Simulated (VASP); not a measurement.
# CO2 (Cmce) in VASP: notebook

Runs on CO2. Level: r2SCAN. Tasks: single point, relaxation of cell and atoms.

All numbers are computed with VASP 6.6.1; they aren't measurements. Logs are shortened: lines on timing, memory, paths and dates and some standing lists are left out, and cuts for length are marked.

**1. The cell of the first run**

It takes space group Cmce (No. 64, orthorhombic). Conventional cell: a = 4.204 Å, b = 3.945 Å, c = 5.611 Å, α = 90.00°, β = 90.00°, γ = 90.00°. C (site symmetry 2/m) has 2 O at 1.15 Å within 1.5 Å. Within 1.5 Å of O (site symmetry m) lie 1 C at 1.15 Å.

**2. Single point, r2SCAN**

POSCAR

```
CO2
1.0
    2.1021715444     -1.9726418278      0.0000000000
    2.1021715444      1.9726418278      0.0000000000
    0.0000000000      0.0000000000      5.6110248145
C O
2 4
Direct
    0.0000000000      0.0000000000      0.0000000000
    0.5000000000      0.5000000000      0.5000000000
    0.7679030730      0.2320969270      0.1228498414
    0.2320969270      0.7679030730      0.8771501586
    0.7320969270      0.2679030730      0.6228498414
    0.2679030730      0.7320969270      0.3771501586
```

INCAR.step1

```
SYSTEM = CO2
ALGO = Normal
EDIFF = 1E-4
ENCUT = 520
GGA = PE
ISMEAR = 0
LASPH = .TRUE.
LCHARG = .FALSE.
LREAL = .FALSE.
LWAVE = .TRUE.
NBANDS = 25
NELM = 100
PREC = Accurate
SIGMA = 0.01
```

INCAR.step2

```
SYSTEM = CO2
ALGO = Normal
EDIFF = 1E-6
ENCUT = 520
ISIF = 2
ISMEAR = 0
ISTART = 1
LASPH = .TRUE.
LCHARG = .FALSE.
LMIXTAU = .TRUE.
LREAL = .FALSE.
LWAVE = .FALSE.
METAGGA = R2SCAN
NBANDS = 25
NELM = 100
PREC = Accurate
SIGMA = 0.01
```

KPOINTS

```
k-points
0
G
  6 6 5
  0 0 0
```

Potentials or basis: VASP PAW PBE potentials, release 64 (C, O).

Started as:

```bash
> cat potpaw_PBE.64/C/POTCAR potpaw_PBE.64/O/POTCAR > POTCAR
> cp INCAR.step1 INCAR
> mpirun -np 1 vasp_std > vasp.out
> cp INCAR.step2 INCAR
> mpirun -np 1 vasp_std > vasp.out
```

OUTCAR:

```text
SYSTEM = CO2
   EDIFF = 1E-6
   ENCUT = 520
   ISIF = 2
   ISMEAR = 0
   ISTART = 1
   LASPH = .TRUE.
   LREAL = .FALSE.
   METAGGA = R2SCAN
   NELM = 100
   PREC = Accurate

 ion  position               nearest neighbor table
   1  0.000  0.000  0.000-   3 1.15   4 1.15
   2  0.500  0.500  0.500-   5 1.15   6 1.15
   3  0.768  0.232  0.123-   1 1.15
   4  0.232  0.768  0.877-   1 1.15
   5  0.732  0.268  0.623-   2 1.15
   6  0.268  0.732  0.377-   2 1.15

  LATTYP: Found a base centered orthorhombic cell.
 ALAT       =     3.9452836556
 B/A-ratio  =     1.0656630691
 C/A-ratio  =     1.4222107469

  Lattice vectors:

 A1 = (  -2.1021715444,  -1.9726418278,   0.0000000000)
 A2 = (   2.1021715444,  -1.9726418278,   0.0000000000)
 A3 = (   0.0000000000,   0.0000000000,   5.6110248145)

Analysis of symmetry for initial positions (statically):
=====================================================================
 Subroutine PRICEL returns:
 Original cell was already a primitive cell.

 Routine SETGRP: Setting up the symmetry group for a
 base centered orthorhombic supercell.

 Subroutine GETGRP returns: Found  8 space group operations
 (whereof  4 operations were pure point group operations)
 out of a pool of  8 trial point group operations.

The static configuration has the point symmetry C_2h.
 The point group associated with its full space group is D_2h.

Analysis of symmetry for dynamics (positions and initial velocities):
=====================================================================
 Subroutine PRICEL returns:
 Original cell was already a primitive cell.

 Routine SETGRP: Setting up the symmetry group for a
 base centered orthorhombic supercell.

 Subroutine GETGRP returns: Found  8 space group operations
 (whereof  4 operations were pure point group operations)
 out of a pool of  8 trial point group operations.

The dynamic configuration has the point symmetry C_2h.
 The point group associated with its full space group is D_2h.

 Subroutine INISYM returns: Found  8 space group operations
 (whereof  4 operations are pure point group operations),
 and found     1 'primitive' translations

----------------------------------------------------------------------------------------

[... 100 lines left out ...]
   EDIFF  = 0.1E-05   stopping-criterion for ELM
   LREAL  =      F    real-space projection
   EDIFFG = 0.1E-04   stopping-criterion for IOM
   NSW    =      0    number of steps for IOM
   IBRION =     -1    ionic relax: 0-MD 1-quasi-New 2-CG
   NFREE  =      0    steps in history (QN), initial steepest desc. (CG)
   ISIF   =      2    stress and relaxation
   ISYM   =      2    0-nonsym 1-usesym 2-fastsym
   POTIM  = 0.5000    time-step for ionic-motion
   TEBEG  =    0.0;   TEEND  =   0.0 temperature during run
   PSTRESS=    0.0 pullay stress
   NELECT =      32.0000    total number of electrons
   NUPDOWN=      -1.0000    fix difference up-down
   EMIN   =  10.00;   EMAX   =-10.00  energy-range for DOS
   EFERMI =   0.00;   METHOD = LEGACY
   ISMEAR =     0;   SIGMA  =   0.01  broadening in eV -4-tet -1-fermi 0-gaus
   EFERMI_NEDOS =   21; number of points for ismear=-14 and -15
   IALGO  =     38    algorithm
   IMIX   =      4    mixing-type and parameters
     AMIX     =   0.40;   BMIX     =  1.00
     AMIX_MAG =   1.60;   BMIX_MAG =  1.00
  volume/ion in A,a.u.               =       7.76        52.34
  Fermi-wavevector in a.u.,A,eV,Ry     =   1.444980  2.730617 28.408535  2.087968
  Thomas-Fermi vector in A             =   2.563214
   LORBIT       =      0    0 simple, 1 ext, 2 COOP (PROOUT), +10 PAW based schemes
   METAGGA = R2SCAN    functional components
   LHFCALC =     F    Hartree Fock is set to
   AEXX    =    0.0000 exact exchange contribution
   IVDW    =     0    specifies the selected vdW correction
   LEPSILON=     F    determine dielectric tensor
   LRPA    =     F    only Hartree local field effects (RPA)
 non-spin polarized calculation
 Gauss-broadening in eV      SIGMA  =   0.01
  energy-cutoff  :      520.00
  volume of cell :       46.54
 maximum number of plane-waves:      1277
 NGX is ok and might be reduce to    24
   NGX = 11   NGY = 11   NGZ = 21

 number of electron      32.0000007 magnetization

 Free energy of the ion-electron system (eV)
  ---------------------------------------------------
  ext. energy  EPLUGINS =         0.00000000
  ---------------------------------------------------
  free energy    TOTEN  =       -48.98995291 eV

  energy without entropy =      -48.98995291  energy(sigma->0) =      -48.98995291

 E-fermi :   1.8330     XC(G=0): -12.0626

 val. band max:        1.7655468448   @ k =   0.5000   0.5000   0.0000
 cond. band min:       7.2269601365   @ k =   0.0000   0.0000   0.0000
 fundamental gap:      5.4614132917
 Fermi energy:         1.8330014534

 k-point     1 :       0.0000    0.0000    0.0000
  band No.  band energies     occupation
      1     -22.5693      2.00000
      2     -21.5899      2.00000
      3     -20.3582      2.00000
      4     -19.7280      2.00000
      5      -6.3045      2.00000
      6      -4.7249      2.00000
[... 661 lines left out ...]
     24      19.5100      0.00000
     25      20.4021      0.00000

 [... further k-points ...]

------------------------ aborting loop because EDIFF is reached ----------------------------------------

  FORCE on cell =-STRESS in cart. coord.  units (eV):
  Direction    XX          YY          ZZ          XY          YZ          ZX
  --------------------------------------------------------------------------------------
  -------------------------------------------------------------------------------------
  Total       11.4471082     14.0000119     12.7994371      0.0000000      0.0000000      0.0000000
  in kB      394.1103085    482.0037436    440.6693820      0.0000000      0.0000000      0.0000000
  external PRESSURE =     438.9278114 kB  Pullay stress =       0.0000000 kB

 VOLUME and BASIS-vectors are now :
 -----------------------------------------------------------------------------
  energy-cutoff  :      520.00
  volume of cell :       46.54
      direct lattice vectors                 reciprocal lattice vectors
     2.102171544 -1.972641828  0.000000000     0.237849286 -0.253467200  0.000000000
     2.102171544  1.972641828  0.000000000     0.237849286  0.253467200  0.000000000
     0.000000000  0.000000000  5.611024815     0.000000000  0.000000000  0.178220563

 POSITION                                       TOTAL-FORCE (eV/Angst)
 -----------------------------------------------------------------------------------
      0.00000      0.00000      0.00000         0.000000      0.000000      0.000000
      2.10217      0.00000      2.80551         0.000000     -0.000000      0.000000
      2.10217     -1.05695      0.68931         0.000000      0.703126      0.528295
      2.10217      1.05695      4.92171         0.000000     -0.703126     -0.528295
      2.10217     -0.91569      3.49483         0.000000     -0.703126      0.528295
      2.10217      0.91569      2.11620         0.000000      0.703126     -0.528295
 -----------------------------------------------------------------------------------
    total drift:                                0.000000      0.000000     -0.000000

  FREE ENERGIE OF THE ION-ELECTRON SYSTEM (eV)
  ---------------------------------------------------
  free  energy   TOTEN  =       -48.9899529072 eV

  energy  without entropy=      -48.9899529072  energy(sigma->0) =      -48.98995291
```

OUTCAR.step1:

```text
SYSTEM = CO2
   EDIFF = 1E-4
   ENCUT = 520
   GGA = PE
   ISMEAR = 0
   LASPH = .TRUE.
   LREAL = .FALSE.
   NELM = 100
[... 911 lines left out ...]
      2.10217      1.05695      4.92171         0.000000     -1.320269     -0.987197
      2.10217     -0.91569      3.49483         0.000000     -1.320269      0.987197
      2.10217      0.91569      2.11620         0.000000      1.320269     -0.987197
 -----------------------------------------------------------------------------------
    total drift:                                0.000000      0.000000     -0.000000

  FREE ENERGIE OF THE ION-ELECTRON SYSTEM (eV)
  ---------------------------------------------------
  free  energy   TOTEN  =       -42.8446547382 eV

  energy  without entropy=      -42.8446547382  energy(sigma->0) =      -42.84465474
```

OSZICAR.step1:

```text
N       E                     dE             d eps       ncg     rms          rms(c)
DAV:   1     0.142773818801E+03    0.14277E+03   -0.18779E+04  1950   0.127E+03
DAV:   2    -0.395492458478E+02   -0.18232E+03   -0.17135E+03  2533   0.291E+02
DAV:   3    -0.462044680985E+02   -0.66552E+01   -0.66135E+01  2257   0.539E+01
DAV:   4    -0.462429355502E+02   -0.38467E-01   -0.38457E-01  2552   0.479E+00
DAV:   5    -0.462432755395E+02   -0.33999E-03   -0.33998E-03  2322   0.445E-01    0.144E+01
DAV:   6    -0.431300422596E+02    0.31132E+01   -0.66694E+00  2217   0.200E+01    0.643E+00
DAV:   7    -0.428973568671E+02    0.23269E+00   -0.48952E-01  2293   0.503E+00    0.344E+00
DAV:   8    -0.428487860070E+02    0.48571E-01   -0.25887E-01  2222   0.347E+00    0.839E-01
DAV:   9    -0.428446632378E+02    0.41228E-02   -0.15363E-02  2282   0.947E-01    0.300E-01
DAV:  10    -0.428445965216E+02    0.66716E-04   -0.35371E-03  2463   0.404E-01    0.475E-02
DAV:  11    -0.428446547382E+02   -0.58217E-04   -0.67450E-05  1563   0.718E-02
   1 F= -.42844655E+02 E0= -.42844655E+02  d E =-.121674E-81
```

Wall time 2.2 min (1 thread of AMD EPYC 7R13 (Zen 3), shared host); peak memory 0.15 GiB.

What came out:

```yaml
Free_energy: -48.9900 eV
Pressure: 43.9 GPa
Largest_force: 0.879 eV/Å
Band_gap_on_the_k_mesh: 5.46 eV (least direct gap 6.95 eV)
```

Forces in eV/Å, atoms in the order of the input:
```
C    0.000  0.000  0.000
C    0.000  0.000  0.000
O    0.000  0.703  0.528
O    0.000 -0.703 -0.528
O    0.000 -0.703  0.528
O    0.000  0.703 -0.528
```

Levels at points of the mesh, in eV from the valence-band top:
```
           k point  band 12  band 13  band 14  band 15  band 16  band 17  band 18  band 19  band 20  band 21
(0.00, 0.00, 0.00)    -3.02    -2.72    -2.71    -1.87    -1.49     5.46     6.64     7.15     8.68     9.92
(0.50, 0.00, 0.00)    -3.74    -1.78    -1.78    -0.68    -0.68     6.81     6.81     9.56     9.56    12.16
(0.50, 0.50, 0.00)    -3.76    -3.14    -2.51    -1.24     0.00     7.43    10.12    10.63    10.70    11.39
```

Caveat: the stress differs along the axes, from 39 to 48 GPa; the PAW data sets were made with another functional, which shifts forces and pressure a little.

**3. Single point, r2SCAN**

This run uses another cell than the first one, of 10.12 Å³/atom.

POSCAR

```
CO2
1.0
    2.3485648566     -2.1533901949      0.0000000000
    2.3485648566      2.1533901949      0.0000000000
    0.0000000000      0.0000000000      6.0033871258
C O
2 4
Direct
    0.0000000000      0.0000000000      0.0000000000
    0.5000000000      0.5000000000      0.5000000000
    0.7855078802      0.2144921198      0.1155607245
    0.2144921198      0.7855078802      0.8844392755
    0.7144921198      0.2855078802      0.6155607245
    0.2855078802      0.7144921198      0.3844392755
```

INCAR.step1

```
PREC     = Accurate       # precision mode
ENCUT    = 520            # plane-wave cutoff, eV
ISMEAR   = 0              # smearing method
SIGMA    = 0.01           # smearing width, eV
LREAL    = False          # projectors in reciprocal space
LASPH    = True           # aspherical terms in the spheres
NELM     = 80             # most SCF steps
NBANDS   = 25             # bands
GGA      = PE             # functional
ALGO     = Normal         # electronic algorithm
EDIFF    = 1E-4           # SCF threshold, eV
LWAVE    = True           # write WAVECAR
LCHARG   = False          # write CHGCAR
```

INCAR.step2

```
PREC     = Accurate       # precision mode
ENCUT    = 520            # plane-wave cutoff, eV
EDIFF    = 1E-6           # SCF threshold, eV
ISMEAR   = 0              # smearing method
SIGMA    = 0.01           # smearing width, eV
LREAL    = False          # projectors in reciprocal space
LASPH    = True           # aspherical terms in the spheres
NELM     = 80             # most SCF steps
ALGO     = Normal         # electronic algorithm
ISIF     = 2              # what is computed and relaxed
LWAVE    = False          # write WAVECAR
LCHARG   = False          # write CHGCAR
METAGGA  = R2SCAN         # meta-GGA
LMIXTAU  = True         
NBANDS   = 25             # bands
ISTART   = 1
```

KPOINTS

```
Automatic mesh
0
Gamma
  6 6 5
```

Potentials or basis: VASP PAW PBE potentials, release 64 (C, O).

Started as:

```bash
> cat potpaw_PBE.64/C/POTCAR potpaw_PBE.64/O/POTCAR > POTCAR
> cp INCAR.step1 INCAR
> mpirun -np 1 vasp_std > vasp.out
> cp INCAR.step2 INCAR
> mpirun -np 1 vasp_std > vasp.out
```

OUTCAR:

```text
PREC = Accurate
   ENCUT = 520
   EDIFF = 1E-6
   ISMEAR = 0
   LREAL = False
   LASPH = True
   NELM = 80
   ISIF = 2
   METAGGA = R2SCAN
   ISTART = 1

 ion  position               nearest neighbor table
   1  0.000  0.000  0.000-   3 1.16   4 1.16
   2  0.500  0.500  0.500-   5 1.16   6 1.16
   3  0.786  0.214  0.116-   1 1.16
   4  0.214  0.786  0.884-   1 1.16
   5  0.714  0.286  0.616-   2 1.16
   6  0.286  0.714  0.384-   2 1.16

[... 881 lines left out ...]
  -------------------------------------------------------------------------------------
  Total        3.6232785      6.0361012      4.9284689      0.0000000      0.0000000      0.0000000
  in kB       95.6006091    159.2632087    130.0382046      0.0000000      0.0000000      0.0000000
  external PRESSURE =     128.3006741 kB  Pullay stress =       0.0000000 kB

 VOLUME and BASIS-vectors are now :
 -----------------------------------------------------------------------------
  energy-cutoff  :      520.00
  volume of cell :       60.72
      direct lattice vectors                 reciprocal lattice vectors
     2.348564857 -2.153390195  0.000000000     0.212895973 -0.232192011  0.000000000
     2.348564857  2.153390195  0.000000000     0.212895973  0.232192011  0.000000000
     0.000000000  0.000000000  6.003387126     0.000000000  0.000000000  0.166572633

 POSITION                                       TOTAL-FORCE (eV/Angst)
 -----------------------------------------------------------------------------------
      0.00000      0.00000      0.00000         0.000000     -0.000000      0.000000
      2.34856      0.00000      3.00169         0.000000     -0.000000      0.000000
      2.34856     -1.22962      0.69376         0.000000      0.660097      0.493516
      2.34856      1.22962      5.30963         0.000000     -0.660097     -0.493516
      2.34856     -0.92377      3.69545         0.000000     -0.660097      0.493516
      2.34856      0.92377      2.30794         0.000000      0.660097     -0.493516
 -----------------------------------------------------------------------------------
    total drift:                                0.000000     -0.000000      0.000000

  FREE ENERGIE OF THE ION-ELECTRON SYSTEM (eV)
  ---------------------------------------------------
  free  energy   TOTEN  =       -50.9327527244 eV

  energy  without entropy=      -50.9327527244  energy(sigma->0) =      -50.93275272
```

It took 2.7 min on 1 thread of AMD EPYC 7R13 (Zen 3), shared host; peak memory 0.16 GiB.

Results:

| Quantity | Value |
| --- | --- |
| Free energy | -50.9328 eV |
| Pressure | 12.8 GPa |
| Largest force | 0.824 eV/Å |
| Band gap on the k mesh | 6.77 eV (least direct gap 7.82 eV) |

Forces on the atoms (eV/Å):
```
C    0.000  0.000  0.000
C    0.000  0.000  0.000
O    0.000  0.660  0.494
O    0.000 -0.660 -0.494
O    0.000 -0.660  0.494
O    0.000  0.660 -0.494
```

Stress tensor (GPa, compression positive):
```
 9.56  0.00  0.00
 0.00 15.93  0.00
 0.00  0.00 13.00
```

Caveat: the stress differs along the axes, from 10 to 16 GPa; the PAW data sets were made with another functional, which shifts forces and pressure a little. A k mesh can miss the band edges.

(Part 1 of 2 ends here.)
